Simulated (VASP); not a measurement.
# Cu (I4/mmm) in VASP: a series of runs

The runs below take Cu through relaxation of cell and atoms, single point, with r2SCAN, LDA, PBEsol, PBE.

Program: VASP 6.6.1. These are calculated values, not measurements. Logs are shortened: lines on timing, memory, paths and dates and some standing lists are left out, and cuts for length are marked.

### Step 1. The cell of the first run

It takes space group I4/mmm (No. 139, tetragonal). The conventional cell has a = 2.886 Å, b = 2.886 Å, c = 2.752 Å, α = 90.00°, β = 90.00°, γ = 90.00°. Cu (site symmetry 4/mmm) has 14 Cu at 2.46 to 2.89 Å within 3.2 Å.

### Step 2. Relaxation of cell and atoms, r2SCAN

Contents of POSCAR:

```
Cu
1.0
   -1.4427933200      1.4427933200      1.3760814500
    1.4427933200     -1.4427933200      1.3760814500
    1.4427933200      1.4427933200     -1.3760814500
Cu
1
Direct
    0.0000000000      0.0000000000      0.0000000000
```

Contents of INCAR.step1:

```
SYSTEM = Cu
PREC = Accurate ; ENCUT = 600
ISMEAR = 0 ; SIGMA = 0.1
LREAL = .False. ; LASPH = .True.
NELM = 60 ; GGA = PE
ALGO = Normal ; EDIFF = 1E-4
LWAVE = .True. ; LCHARG = .False.
```

Contents of INCAR.step2:

```
SYSTEM = Cu
PREC = Accurate ; ENCUT = 600
EDIFF = 1E-6 ; ISMEAR = 0
SIGMA = 0.1 ; LREAL = .False.
LASPH = .True. ; NELM = 60
ALGO = Normal ; ISIF = 3
LWAVE = .False. ; LCHARG = .False.
METAGGA = R2SCAN ; LMIXTAU = .True.
IBRION = 2 ; NSW = 80
EDIFFG = -0.01 ; ISTART = 1
```

Contents of KPOINTS:

```
Automatic mesh
0
Gamma
  8 8 8
  0 0 0
```

Potentials or basis: VASP PAW PBE potentials, release 64 (Cu).

Command:

```bash
> cat potpaw_PBE.64/Cu/POTCAR > POTCAR
> cp INCAR.step1 INCAR
> mpirun -np 1 vasp_std > vasp.out
> cp INCAR.step2 INCAR
> mpirun -np 1 vasp_std > vasp.out
```

OUTCAR:

```text
SYSTEM = Cu
   PREC = Accurate
   ENCUT = 600
   EDIFF = 1E-6
   ISMEAR = 0
   LREAL = .False.
   LASPH = .True.
   NELM = 60
   ISIF = 3
   METAGGA = R2SCAN
   IBRION = 2
   NSW = 80
   EDIFFG = -0.01
   ISTART = 1

 ion  position               nearest neighbor table
   1  0.000  0.000  0.000-

  LATTYP: Found a body centered tetragonal cell.
 ALAT       =     2.8855866400
 C/A-ratio  =     0.9537620052

  Lattice vectors:

 A1 = (  -1.4427933200,   1.4427933200,   1.3760814500)
 A2 = (   1.4427933200,  -1.4427933200,   1.3760814500)
 A3 = (   1.4427933200,   1.4427933200,  -1.3760814500)

Analysis of symmetry for initial positions (statically):
=====================================================================
 Subroutine PRICEL returns:
 Original cell was already a primitive cell.

 Routine SETGRP: Setting up the symmetry group for a
 body centered tetragonal supercell.

 Subroutine GETGRP returns: Found 16 space group operations
 (whereof 16 operations were pure point group operations)
 out of a pool of 16 trial point group operations.

The static configuration has the point symmetry D_4h.

Analysis of symmetry for dynamics (positions and initial velocities):
=====================================================================
 Subroutine PRICEL returns:
 Original cell was already a primitive cell.

 Routine SETGRP: Setting up the symmetry group for a
 body centered tetragonal supercell.

 Subroutine GETGRP returns: Found 16 space group operations
 (whereof 16 operations were pure point group operations)
 out of a pool of 16 trial point group operations.

The dynamic configuration has the point symmetry D_4h.

 Subroutine INISYM returns: Found 16 space group operations
 (whereof 16 operations are pure point group operations),
 and found     1 'primitive' translations

----------------------------------------------------------------------------------------

                                     Primitive cell

  volume of cell :      11.4581

  direct lattice vectors                    reciprocal lattice vectors
    -1.442793320  1.442793320  1.376081450     0.000000000  0.346549983  0.363350585
     1.442793320 -1.442793320  1.376081450     0.346549983  0.000000000  0.363350585
     1.442793320  1.442793320 -1.376081450     0.346549983  0.346549983  0.000000000

  length of vectors
     2.461078074  2.461078074  2.461078074     0.502116060  0.502116060  0.490095685

  position of ions in fractional coordinates (direct lattice)
     0.000000000  0.000000000  0.000000000

  ion indices of the primitive-cell ions
   primitive index   ion index
                 1           1

----------------------------------------------------------------------------------------

 KPOINTS: Automatic mesh

Automatic generation of k-mesh.
 Grid dimensions read from file:
 generate k-points for:    8    8    8

 Generating k-lattice:

  Cartesian coordinates                     Fractional coordinates (reciprocal lattice)
     0.000000000  0.043318748  0.045418823     0.125000000 -0.000000000  0.000000000
     0.043318748  0.000000000  0.045418823    -0.000000000  0.125000000  0.000000000
     0.043318748  0.043318748  0.000000000     0.000000000  0.000000000  0.125000000

  Length of vectors
     0.062764508  0.062764508  0.061261961

  Shift w.r.t. Gamma in fractional coordinates (k-lattice)
     0.000000000  0.000000000  0.000000000

 Subroutine IBZKPT returns following result:
 ===========================================

 Found     59 irreducible k-points:

 Following reciprocal coordinates:
            Coordinates               Weight
  0.000000  0.000000  0.000000      1.000000
  0.125000 -0.000000  0.000000      8.000000
  0.250000 -0.000000  0.000000      8.000000
  0.375000 -0.000000  0.000000      8.000000
  0.500000 -0.000000  0.000000      4.000000
  0.125000  0.125000  0.000000      8.000000
[... 16 lines left out ...]
  0.250000  0.125000  0.125000     16.000000
  0.375000  0.125000  0.125000      8.000000
 [... further k-points ...]
   k-points           NKPTS =     59   k-points in BZ     NKDIM =     59   number of bands    NBANDS=      9
   number of dos      NEDOS =    301   number of ions     NIONS =      1
   total plane-waves  NPLWV =   8000
   dimension x,y,z NGX =    20 NGY =   20 NGZ =   20
   dimension x,y,z NGXF=    40 NGYF=   40 NGZF=   40
   ions per type =               1
   NGX,Y,Z   is equivalent  to a cutoff of  13.51, 13.51, 13.51 a.u.
   NGXF,Y,Z  is equivalent  to a cutoff of  27.02, 27.02, 27.02 a.u.
 SYSTEM =  Cu
   PREC   = accura    normal or accurate (medium, high low for compatibility)
   ISTART =      1    job   : 0-new  1-cont  2-samecut
   ICHARG =      0    charge: 1-file 2-atom 10-const
   ISPIN  =      1    spin polarized calculation?
   LNONCOLLINEAR =      F non collinear calculations
   LSORBIT =      F    spin-orbit coupling
   LASPH  =      T    aspherical Exc in radial PAW
   ENCUT  =  600.0 eV  44.10 Ry    6.64 a.u.   4.92  4.92  4.92*2*pi/ulx,y,z
   NELM   =     60;   NELMIN=  2; NELMDL=  0     # of ELM steps
   EDIFF  = 0.1E-05   stopping-criterion for ELM
   LREAL  =      F    real-space projection
   EDIFFG = -.1E-01   stopping-criterion for IOM
   NSW    =     80    number of steps for IOM
   IBRION =      2    ionic relax: 0-MD 1-quasi-New 2-CG
   NFREE  =      1    steps in history (QN), initial steepest desc. (CG)
   ISIF   =      3    stress and relaxation
   ISYM   =      2    0-nonsym 1-usesym 2-fastsym
   POTIM  = 0.5000    time-step for ionic-motion
   TEBEG  =    0.0;   TEEND  =   0.0 temperature during run
   PSTRESS=    0.0 pullay stress
   NELECT =      11.0000    total number of electrons
   NUPDOWN=      -1.0000    fix difference up-down
   EMIN   =  10.00;   EMAX   =-10.00  energy-range for DOS
   EFERMI =   0.00;   METHOD = LEGACY
   ISMEAR =     0;   SIGMA  =   0.10  broadening in eV -4-tet -1-fermi 0-gaus
   EFERMI_NEDOS =   21; number of points for ismear=-14 and -15
   IALGO  =     38    algorithm
   IMIX   =      4    mixing-type and parameters
     AMIX     =   0.40;   BMIX     =  1.00
     AMIX_MAG =   1.60;   BMIX_MAG =  1.00
  volume/ion in A,a.u.               =      11.46        77.32
  Fermi-wavevector in a.u.,A,eV,Ry     =   1.614984  3.051878 35.486359  2.608174
  Thomas-Fermi vector in A             =   2.709805
   LORBIT       =      0    0 simple, 1 ext, 2 COOP (PROOUT), +10 PAW based schemes
   METAGGA = R2SCAN    functional components
   LHFCALC =     F    Hartree Fock is set to
   AEXX    =    0.0000 exact exchange contribution
   IVDW    =     0    specifies the selected vdW correction
   LEPSILON=     F    determine dielectric tensor
   LRPA    =     F    only Hartree local field effects (RPA)
 conjugate gradient relaxation of ions
 non-spin polarized calculation
 Gauss-broadening in eV      SIGMA  =   0.10
  energy-cutoff  :      600.00
  volume of cell :       11.46
 maximum number of plane-waves:       396
   NGX =  9   NGY =  9   NGZ =  9

--------------------------------------- Ionic step        1  -------------------------------------------

 number of electron      11.0000000 magnetization

 Free energy of the ion-electron system (eV)
  ---------------------------------------------------
  ext. energy  EPLUGINS =         0.00000000
  ---------------------------------------------------
  free energy    TOTEN  =       -10.75466384 eV

  energy without entropy =      -10.75046304  energy(sigma->0) =      -10.75256344

------------------------ aborting loop because EDIFF is reached ----------------------------------------

  FORCE on cell =-STRESS in cart. coord.  units (eV):
  Direction    XX          YY          ZZ          XY          YZ          ZX
  --------------------------------------------------------------------------------------
  -------------------------------------------------------------------------------------
  Total        0.0707878      0.0707878      0.1132793      0.0000000      0.0000000      0.0000000
  in kB        9.8982106      9.8982106     15.8397619      0.0000000      0.0000000      0.0000000
  external PRESSURE =      11.8787277 kB  Pullay stress =       0.0000000 kB

 VOLUME and BASIS-vectors are now :
 -----------------------------------------------------------------------------
  energy-cutoff  :      600.00
  volume of cell :       11.46
      direct lattice vectors                 reciprocal lattice vectors
    -1.442793320  1.442793320  1.376081450     0.000000000  0.346549983  0.363350585
     1.442793320 -1.442793320  1.376081450     0.346549983  0.000000000  0.363350585
     1.442793320  1.442793320 -1.376081450     0.346549983  0.346549983  0.000000000
[... 211 lines left out ...]
 POSITION                                       TOTAL-FORCE (eV/Angst)
 -----------------------------------------------------------------------------------
     -0.00000      0.00000      0.00000        -0.000000      0.000000      0.000000
 -----------------------------------------------------------------------------------
    total drift:                                0.000000     -0.000000     -0.000000

  FREE ENERGIE OF THE ION-ELECTRON SYSTEM (eV)
  ---------------------------------------------------
  free  energy   TOTEN  =       -10.7551441365 eV

  energy  without entropy=      -10.7506002417  energy(sigma->0) =      -10.75287219

--------------------------------------- Ionic step        8  -------------------------------------------

 number of electron      10.9999992 magnetization

 Free energy of the ion-electron system (eV)
  ---------------------------------------------------
  ext. energy  EPLUGINS =         0.00000000
  ---------------------------------------------------
  free energy    TOTEN  =       -10.75516058 eV

  energy without entropy =      -10.74997211  energy(sigma->0) =      -10.75256634

 E-fermi :   7.7515     XC(G=0): -13.9110

 val. band max:        7.7400974485   @ k =   0.5000   0.1250   0.0000
 cond. band min:       7.7964730341   @ k =   0.3750   0.1250   0.0000
 fundamental gap:      0.0563755855
 Fermi energy:         7.7514923015

 k-point     1 :       0.0000    0.0000    0.0000
  band No.  band energies     occupation
      1      -2.1658      2.00000
      2       4.3053      2.00000
      3       4.4304      2.00000
      4       4.4305      2.00000
      5       5.3655      2.00000
      6       5.4891      2.00000
      7      33.6750      0.00000
      8      33.6750      0.00000
      9      34.4746      0.00000

 k-point     2 :       0.1250   -0.0000    0.0000
  band No.  band energies     occupation
      1      -1.5296      2.00000
      2       4.2408      2.00000
      3       4.4088      2.00000
      4       4.6135      2.00000
      5       5.3409      2.00000
      6       5.4370      2.00000
      7      29.2307      0.00000
      8      32.0078      0.00000
      9      32.4163      0.00000
[... 253 lines left out ...]
 k-point    24 :       0.3750    0.1250    0.1250
  band No.  band energies     occupation
      1       2.9618      2.00000
      2       3.5271      2.00000
      3       4.5830      2.00000
      4       5.4788      2.00000
      5       5.6022      2.00000
      6       9.9642      0.00000
      7      12.9661      0.00000
      8      20.2541      0.00000
      9      20.7122      0.00000

 [... further k-points ...]

------------------------ aborting loop because EDIFF is reached ----------------------------------------

  FORCE on cell =-STRESS in cart. coord.  units (eV):
  Direction    XX          YY          ZZ          XY          YZ          ZX
  --------------------------------------------------------------------------------------
  -------------------------------------------------------------------------------------
  Total        0.0094846      0.0094846      0.0022429      0.0000000      0.0000000     -0.0000000
  in kB        1.3170951      1.3170951      0.3114591      0.0000000      0.0000000     -0.0000000
  external PRESSURE =       0.9818831 kB  Pullay stress =       0.0000000 kB

 VOLUME and BASIS-vectors are now :
 -----------------------------------------------------------------------------
  energy-cutoff  :      600.00
  volume of cell :       11.54
      direct lattice vectors                 reciprocal lattice vectors
    -1.437967013  1.437967013  1.394936991     0.000000000  0.347713122  0.358439129
     1.437967013 -1.437967013  1.394936991     0.347713122  0.000000000  0.358439129
     1.437967013  1.437967013 -1.394936991     0.347713122  0.347713122  0.000000000

 POSITION                                       TOTAL-FORCE (eV/Angst)
 -----------------------------------------------------------------------------------
      1.43797     -1.43797      1.39494         0.000000     -0.000000      0.000000
 -----------------------------------------------------------------------------------
    total drift:                               -0.000000      0.000000      0.000000

  FREE ENERGIE OF THE ION-ELECTRON SYSTEM (eV)
  ---------------------------------------------------
  free  energy   TOTEN  =       -10.7551605771 eV

  energy  without entropy=      -10.7499721070  energy(sigma->0) =      -10.75256634

 reached required accuracy - stopping structural energy minimisation
```

It took 2.7 min on 1 thread of Intel Xeon 8259CL, shared host; peak memory 0.13 GiB.

Results:

```yaml
Free_energy: -10.7552 eV
Relaxed_volume: 11.54 Å³/atom
Relaxed_cell: a = 2.466 Å, b = 2.466 Å, c = 2.466 Å, α = 108.66°, β = 108.66°, γ = 111.10°
Space_group_after_relaxing_to_0.1_Å: I4/mmm (No. 139)
Energy_gained_by_relaxing: 0.5 meV/atom
Ionic_steps: 8
Pressure_after_relaxing: 0.1 GPa
Band_gap_on_the_k_mesh: zero (an odd number of electrons rules out a gap without spin polarisation)
```

Stress tensor (GPa, compression positive):
```
0.13 0.00 0.00
0.00 0.13 0.00
0.00 0.00 0.03
```

Step by step:
| step | energy change (eV) | largest force (eV/Å) | pressure (GPa) | volume (Å³) |
| --- | --- | --- | --- | --- |
| 1 | 0.0000 | 0.0000 | 1.19 | 11.46 |
| 2 | -0.0003 | 0.0000 | -0.82 | 11.60 |
| 3 | -0.0004 | 0.0000 | -0.12 | 11.55 |
| 4 | -0.0004 | 0.0000 | 0.43 | 11.55 |
| 5 | -0.0004 | 0.0000 | -0.05 | 11.55 |
| 6 | -0.0004 | 0.0000 | -0.02 | 11.55 |
| 7 | -0.0005 | 0.0000 | 0.01 | 11.55 |
| 8 | -0.0005 | 0.0000 | 0.10 | 11.54 |

Final structure:
```
Cu
1.0
    -1.43797    1.43797    1.39494
     1.43797   -1.43797    1.39494
     1.43797    1.43797   -1.39494
Cu
1
Direct
  0.00000 0.00000 0.00000
```

Levels at points of the mesh, in eV from the Fermi level:
| k point | band 4 | band 5 | band 6 | band 7 | band 8 | band 9 |
| --- | --- | --- | --- | --- | --- | --- |
| (0.00, 0.00, 0.00) | -3.32 | -2.39 | -2.26 | 25.92 | 25.92 | 26.72 |
| (0.50, 0.00, 0.00) | -2.16 | -1.54 | -0.65 | 4.77 | 18.13 | 18.42 |
| (0.50, 0.50, 0.00) | -2.24 | -1.55 | -0.90 | 4.42 | 18.94 | 19.36 |
| (0.50, 0.50, 0.50) | -1.73 | -1.70 | 8.31 | 8.31 | 9.54 | 13.75 |

Caveat: the k points lie up to 0.39 Å⁻¹ apart in the final cell, too coarse for converged energies and pressures of a metal; the PAW data sets were made with another functional, which shifts forces and pressure a little.

(Continued in part 2 of 2.)
